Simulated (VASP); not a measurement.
**AgBr2: single point with PBE**

The system is AgBr2.

```xyz
6
Lattice="0.0000 4.4640 4.4640 4.4640 0.0000 4.4640 4.4640 4.4640 0.0000" Properties=species:S:1:pos:R:3 pbc="T T T"
Ag    0.0000    0.0000    0.0000
Ag    2.2320    2.2320    2.2320
Br    5.5800    5.5800    5.5800
Br    5.5800    3.3480    3.3480
Br    3.3480    3.3480    5.5800
Br    3.3480    5.5800    3.3480
```

- Program: VASP 6.6.1
- Task: single point
- Functional: PBE
- Potentials or basis: VASP PAW PBE potentials, release 64 (Ag, Br)
- Cutoff: 520 eV
- k mesh: 8 × 8 × 8
- Occupations: gaussian, width 0.1 eV
- Spin: no spin polarisation
- Dipole correction: no
- Further INCAR settings: ALGO = Normal; EDIFF = 1e-06; NBANDS = 34

* Pressure: 0.0 GPa
* Band gap on the k mesh: zero (band 25 reaches 2.40 eV, above the bottom of band 26 at 1.76 eV)

Levels at points of the mesh, in eV from the Fermi level:
| k point | band 21 | band 22 | band 23 | band 24 | band 25 | band 26 | band 27 | band 28 | band 29 | band 30 |
| --- | --- | --- | --- | --- | --- | --- | --- | --- | --- | --- |
| (0.00, 0.00, 0.00) | -1.29 | -0.39 | -0.39 | -0.39 | 0.32 | 0.32 | 0.32 | 2.31 | 3.33 | 3.33 |
| (0.50, 0.00, 0.00) | -2.14 | -1.88 | -1.88 | -0.38 | 0.24 | 0.24 | 0.48 | 0.92 | 4.21 | 4.73 |
| (0.50, 0.50, 0.00) | -1.98 | -1.98 | -1.76 | -1.76 | 0.10 | 0.10 | 1.13 | 1.13 | 4.74 | 4.74 |

Wall time 2.7 min on 1 thread of Intel(R) Xeon(R) Platinum 8259CL CPU @ 2.50GHz (Skylake/Cascade Lake), with other jobs on the host, peak memory 0.4 GiB.
